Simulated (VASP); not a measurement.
# Ga3BAs4 (P-43m) in VASP: relaxation of cell and atoms with PBE

Aim: the relaxation of cell and atoms of Ga3BAs4 with PBE.

Program: VASP 6.6.1. These are calculated values, not measurements. Logs are shortened: lines on timing, memory, paths and dates and some standing lists are left out, and cuts for length are marked.

### Step 1. The cell of the first run

The structure is cubic, space group P-43m (No. 215). The conventional cell has a = 5.506 Å, b = 5.506 Å, c = 5.506 Å, α = 90.00°, β = 90.00°, γ = 90.00°. Within 3.3 Å of Ga (site symmetry -42m) lie 4 As at 2.46 Å. Within 2.9 Å of B (site symmetry -43m) lie 4 As at 2.18 Å. As (site symmetry 3m) has 1 B at 2.18 Å and 3 Ga at 2.46 Å within 2.9 Å.

### Step 2. Relaxation of cell and atoms, PBE

INCAR reads:

```
ALGO = Normal ; EDIFF = 1E-7
EDIFFG = -0.01 ; ENCUT = 600
GGA = PE ; IBRION = 2
ISIF = 3 ; ISMEAR = 0
LASPH = True ; LCHARG = False
LREAL = False ; LWAVE = False
NELM = 80 ; NSW = 100
PREC = Accurate ; SIGMA = 0.02
```

KPOINTS reads:

```
k-points
0
Gamma
  8 8 8
```

POSCAR reads:

```
Ga3BAs4
1.0
    5.5063111413      0.0000000000      0.0000000000
    0.0000000000      5.5063111413      0.0000000000
    0.0000000000      0.0000000000      5.5063111413
Ga B As
3 1 4
Direct
    0.5000000000      0.0000000000      0.5000000000
    0.5000000000      0.5000000000      0.0000000000
    0.0000000000      0.5000000000      0.5000000000
    0.0000000000      0.0000000000      0.0000000000
    0.2281028626      0.7718971374      0.7718971374
    0.2281028626      0.2281028626      0.2281028626
    0.7718971374      0.7718971374      0.2281028626
    0.7718971374      0.2281028626      0.7718971374
```

Potentials or basis: VASP PAW PBE potentials, release 64 (Ga_d, B, As).

Run with:

```sh
> cat potpaw_PBE.64/Ga_d/POTCAR potpaw_PBE.64/B/POTCAR potpaw_PBE.64/As/POTCAR > POTCAR
> mpirun -np 1 vasp_std > vasp.out
```

OUTCAR:

```text
EDIFF = 1E-7
   EDIFFG = -0.01
   ENCUT = 600
   GGA = PE
   IBRION = 2
   ISIF = 3
   ISMEAR = 0
   LASPH = True
   LREAL = False
   NELM = 80
   NSW = 100
   PREC = Accurate

 ion  position               nearest neighbor table
   1  0.500  0.000  0.500-   5 2.46   6 2.46   7 2.46   8 2.46
   2  0.500  0.500  0.000-   5 2.46   6 2.46   7 2.46   8 2.46
   3  0.000  0.500  0.500-   5 2.46   6 2.46   7 2.46   8 2.46
   4  0.000  0.000  0.000-   5 2.18   6 2.18   7 2.18   8 2.18
   5  0.228  0.772  0.772-   4 2.18   2 2.46   3 2.46   1 2.46
   6  0.228  0.228  0.228-   4 2.18   2 2.46   3 2.46   1 2.46
   7  0.772  0.772  0.228-   4 2.18   2 2.46   3 2.46   1 2.46
   8  0.772  0.228  0.772-   4 2.18   2 2.46   3 2.46   1 2.46

  LATTYP: Found a simple cubic cell.
 ALAT       =     5.5063111413

  Lattice vectors:

 A1 = (   5.5063111413,   0.0000000000,   0.0000000000)
 A2 = (   0.0000000000,   5.5063111413,   0.0000000000)
 A3 = (   0.0000000000,   0.0000000000,   5.5063111413)

Analysis of symmetry for initial positions (statically):
=====================================================================
 Subroutine PRICEL returns:
 Original cell was already a primitive cell.

 Routine SETGRP: Setting up the symmetry group for a
 simple cubic supercell.

 Subroutine GETGRP returns: Found 24 space group operations
 (whereof 24 operations were pure point group operations)
 out of a pool of 48 trial point group operations.

The static configuration has the point symmetry T_d .

Analysis of symmetry for dynamics (positions and initial velocities):
=====================================================================
 Subroutine PRICEL returns:
 Original cell was already a primitive cell.

 Routine SETGRP: Setting up the symmetry group for a
 simple cubic supercell.

 Subroutine GETGRP returns: Found 24 space group operations
 (whereof 24 operations were pure point group operations)
 out of a pool of 48 trial point group operations.

The dynamic configuration has the point symmetry T_d .

 Subroutine INISYM returns: Found 24 space group operations
 (whereof 24 operations are pure point group operations),
 and found     1 'primitive' translations

----------------------------------------------------------------------------------------

                                     Primitive cell

  volume of cell :     166.9484

  direct lattice vectors                    reciprocal lattice vectors
     5.506311141  0.000000000  0.000000000     0.181609788  0.000000000  0.000000000
     0.000000000  5.506311141  0.000000000     0.000000000  0.181609788  0.000000000
     0.000000000  0.000000000  5.506311141     0.000000000  0.000000000  0.181609788

  length of vectors
     5.506311141  5.506311141  5.506311141     0.181609788  0.181609788  0.181609788

  position of ions in fractional coordinates (direct lattice)
     0.500000000  0.000000000  0.500000000
     0.500000000  0.500000000  0.000000000
     0.000000000  0.500000000  0.500000000
     0.000000000  0.000000000  0.000000000
     0.228102863  0.771897137  0.771897137
     0.228102863  0.228102863  0.228102863
     0.771897137  0.771897137  0.228102863
     0.771897137  0.228102863  0.771897137

  ion indices of the primitive-cell ions
   primitive index   ion index
                 1           1
                 2           2
                 3           3
                 4           4
                 5           5
                 6           6
                 7           7
                 8           8

----------------------------------------------------------------------------------------

 KPOINTS: k-points

Automatic generation of k-mesh.
 Grid dimensions read from file:
 generate k-points for:    8    8    8

 Generating k-lattice:

  Cartesian coordinates                     Fractional coordinates (reciprocal lattice)
     0.022701224  0.000000000  0.000000000     0.125000000  0.000000000  0.000000000
     0.000000000  0.022701224  0.000000000     0.000000000  0.125000000  0.000000000
     0.000000000  0.000000000  0.022701224     0.000000000  0.000000000  0.125000000

  Length of vectors
     0.022701224  0.022701224  0.022701224

  Shift w.r.t. Gamma in fractional coordinates (k-lattice)
     0.000000000  0.000000000  0.000000000

 Subroutine IBZKPT returns following result:
 ===========================================

 Found     35 irreducible k-points:

 Following reciprocal coordinates:
            Coordinates               Weight
  0.000000  0.000000  0.000000      1.000000
  0.125000  0.000000  0.000000      6.000000
  0.250000  0.000000  0.000000      6.000000
  0.375000  0.000000  0.000000      6.000000
  0.500000  0.000000  0.000000      3.000000
  0.125000  0.125000  0.000000     12.000000
[... 16 lines left out ...]
  0.375000  0.375000  0.125000     24.000000
  0.500000  0.375000  0.125000     24.000000
 [... further k-points ...]
   k-points           NKPTS =     35   k-points in BZ     NKDIM =     35   number of bands    NBANDS=     37
   number of dos      NEDOS =    301   number of ions     NIONS =      8
   total plane-waves  NPLWV = 110592
   dimension x,y,z NGX =    48 NGY =   48 NGZ =   48
   dimension x,y,z NGXF=    96 NGYF=   96 NGZF=   96
   ions per type =               3   1   4
   NGX,Y,Z   is equivalent  to a cutoff of  14.49, 14.49, 14.49 a.u.
   NGXF,Y,Z  is equivalent  to a cutoff of  28.98, 28.98, 28.98 a.u.
 SYSTEM =  unknown system
   PREC   = accura    normal or accurate (medium, high low for compatibility)
   ISTART =      0    job   : 0-new  1-cont  2-samecut
   ICHARG =      2    charge: 1-file 2-atom 10-const
   ISPIN  =      1    spin polarized calculation?
   LNONCOLLINEAR =      F non collinear calculations
   LSORBIT =      F    spin-orbit coupling
   LASPH  =      T    aspherical Exc in radial PAW
   ENCUT  =  600.0 eV  44.10 Ry    6.64 a.u.  11.00 11.00 11.00*2*pi/ulx,y,z
   NELM   =     80;   NELMIN=  2; NELMDL= -5     # of ELM steps
   EDIFF  = 0.1E-06   stopping-criterion for ELM
   LREAL  =      F    real-space projection
   EDIFFG = -.1E-01   stopping-criterion for IOM
   NSW    =    100    number of steps for IOM
   IBRION =      2    ionic relax: 0-MD 1-quasi-New 2-CG
   NFREE  =      1    steps in history (QN), initial steepest desc. (CG)
   ISIF   =      3    stress and relaxation
   ISYM   =      2    0-nonsym 1-usesym 2-fastsym
   POTIM  = 0.5000    time-step for ionic-motion
   TEBEG  =    0.0;   TEEND  =   0.0 temperature during run
   PSTRESS=    0.0 pullay stress
   NELECT =      62.0000    total number of electrons
   NUPDOWN=      -1.0000    fix difference up-down
   EMIN   =  10.00;   EMAX   =-10.00  energy-range for DOS
   EFERMI =   0.00;   METHOD = LEGACY
   ISMEAR =     0;   SIGMA  =   0.02  broadening in eV -4-tet -1-fermi 0-gaus
   EFERMI_NEDOS =   21; number of points for ismear=-14 and -15
   IALGO  =     38    algorithm
   IMIX   =      4    mixing-type and parameters
     AMIX     =   0.40;   BMIX     =  1.00
     AMIX_MAG =   1.60;   BMIX_MAG =  1.00
  volume/ion in A,a.u.               =      20.87       140.83
  Fermi-wavevector in a.u.,A,eV,Ry     =   1.176733  2.223703 18.839999  1.384701
  Thomas-Fermi vector in A             =   2.313092
   LORBIT       =      0    0 simple, 1 ext, 2 COOP (PROOUT), +10 PAW based schemes
   GGA     = PE    functional components
   LHFCALC =     F    Hartree Fock is set to
   AEXX    =    0.0000 exact exchange contribution
   IVDW    =     0    specifies the selected vdW correction
   LEPSILON=     F    determine dielectric tensor
   LRPA    =     F    only Hartree local field effects (RPA)
 conjugate gradient relaxation of ions
 non-spin polarized calculation
 Gauss-broadening in eV      SIGMA  =   0.02
  energy-cutoff  :      600.00
  volume of cell :      166.95
 maximum number of plane-waves:      5619
 NGX is ok and might be reduce to    48
   NGX = 21   NGY = 21   NGZ = 21

--------------------------------------- Ionic step        1  -------------------------------------------

 number of electron      62.0000006 magnetization

 Free energy of the ion-electron system (eV)
  ---------------------------------------------------
  ext. energy  EPLUGINS =         0.00000000
  ---------------------------------------------------
  free energy    TOTEN  =       -35.32721943 eV

  energy without entropy =      -35.32721943  energy(sigma->0) =      -35.32721943

------------------------ aborting loop because EDIFF is reached ----------------------------------------

  FORCE on cell =-STRESS in cart. coord.  units (eV):
  Direction    XX          YY          ZZ          XY          YZ          ZX
  --------------------------------------------------------------------------------------
  -------------------------------------------------------------------------------------
  Total        0.4640381      0.4640381      0.4640381      0.0000000     -0.0000000      0.0000000
  in kB        4.4533002      4.4533002      4.4533002      0.0000000     -0.0000000      0.0000000
  external PRESSURE =       4.4533002 kB  Pullay stress =       0.0000000 kB
[... 153 lines left out ...]
  energy  without entropy=      -35.3290214993  energy(sigma->0) =      -35.32902150

--------------------------------------- Ionic step        5  -------------------------------------------

 number of electron      61.9999999 magnetization

 Free energy of the ion-electron system (eV)
  ---------------------------------------------------
  ext. energy  EPLUGINS =         0.00000000
  ---------------------------------------------------
  free energy    TOTEN  =       -35.32903815 eV

  energy without entropy =      -35.32903815  energy(sigma->0) =      -35.32903815

 E-fermi :   4.2200     XC(G=0):  -9.6560

 val. band max:        4.0987518061   @ k =   0.0000   0.0000   0.0000
 cond. band min:       4.6287371181   @ k =   0.5000   0.5000   0.5000
 fundamental gap:      0.5299853119
 Fermi energy:         4.2200017511

 k-point     1 :       0.0000    0.0000    0.0000
  band No.  band energies     occupation
      1     -10.7950      2.00000
      2     -10.7950      2.00000
      3     -10.7950      2.00000
      4     -10.7000      2.00000
      5     -10.6901      2.00000
      6     -10.6901      2.00000
[... 949 lines left out ...]
     36       7.9204      0.00000
     37       8.3050      0.00000

 [... further k-points ...]

------------------------ aborting loop because EDIFF is reached ----------------------------------------

  FORCE on cell =-STRESS in cart. coord.  units (eV):
  Direction    XX          YY          ZZ          XY          YZ          ZX
  --------------------------------------------------------------------------------------
  -------------------------------------------------------------------------------------
  Total        0.0082350      0.0082350      0.0082350      0.0000000     -0.0000000     -0.0000000
  in kB        0.0785560      0.0785560      0.0785560      0.0000000     -0.0000000     -0.0000000
  external PRESSURE =       0.0785560 kB  Pullay stress =       0.0000000 kB
[... 23 lines left out ...]
  FREE ENERGIE OF THE ION-ELECTRON SYSTEM (eV)
  ---------------------------------------------------
  free  energy   TOTEN  =       -35.3290381508 eV

  energy  without entropy=      -35.3290381508  energy(sigma->0) =      -35.32903815

 reached required accuracy - stopping structural energy minimisation
```

Wall time 9.2 min (1 thread of Intel Xeon 6975P-C (Granite Rapids), shared host); peak memory 0.49 GiB.

Results:

| Quantity | Value |
| --- | --- |
| Free energy | -35.3290 eV |
| Relaxed volume | 20.99 Å³/atom |
| Relaxed cell | a = 5.517 Å, b = 5.517 Å, c = 5.517 Å, α = 90.00°, β = 90.00°, γ = 90.00° |
| Space group after relaxing (to 0.1 Å) | P-43m (No. 215) |
| Energy gained by relaxing | 0.2 meV/atom |
| Ionic steps | 5 |
| Pressure after relaxing | 0.0 GPa |
| Largest force after relaxing | 0.003 eV/Å |
| Band gap on the k mesh | 0.53 eV (least direct gap 0.59 eV) |

Forces on the atoms (eV/Å):
```
Ga   0.000  0.000  0.000
Ga   0.000  0.000  0.000
Ga   0.000  0.000  0.000
B    0.000  0.000  0.000
As  -0.002  0.002  0.002
As  -0.002 -0.002 -0.002
As   0.002  0.002 -0.002
As   0.002 -0.002  0.002
```

Step by step:
| step | energy change (eV) | largest force (eV/Å) | pressure (GPa) | volume (Å³) |
| --- | --- | --- | --- | --- |
| 1 | 0.0000 | 0.0547 | 0.45 | 166.95 |
| 2 | -0.0015 | 0.0199 | -0.17 | 168.35 |
| 3 | -0.0017 | 0.0277 | -0.03 | 168.03 |
| 4 | -0.0018 | 0.0106 | 0.01 | 167.98 |
| 5 | -0.0018 | 0.0031 | 0.01 | 167.96 |

Final structure:
```
Ga B As
1.0
     5.51736    0.00000    0.00000
     0.00000    5.51736    0.00000
     0.00000    0.00000    5.51736
Ga B As
3 1 4
Cartesian
  2.7587 0.0000 2.7587
  2.7587 2.7587 0.0000
  0.0000 2.7587 2.7587
  0.0000 0.0000 0.0000
  1.2562 4.2611 4.2611
  1.2562 1.2562 1.2562
  4.2611 4.2611 1.2562
  4.2611 1.2562 4.2611
```

Caveat: semilocal functionals underestimate gaps, and a narrow one can read as zero. A k mesh can miss the band edges.
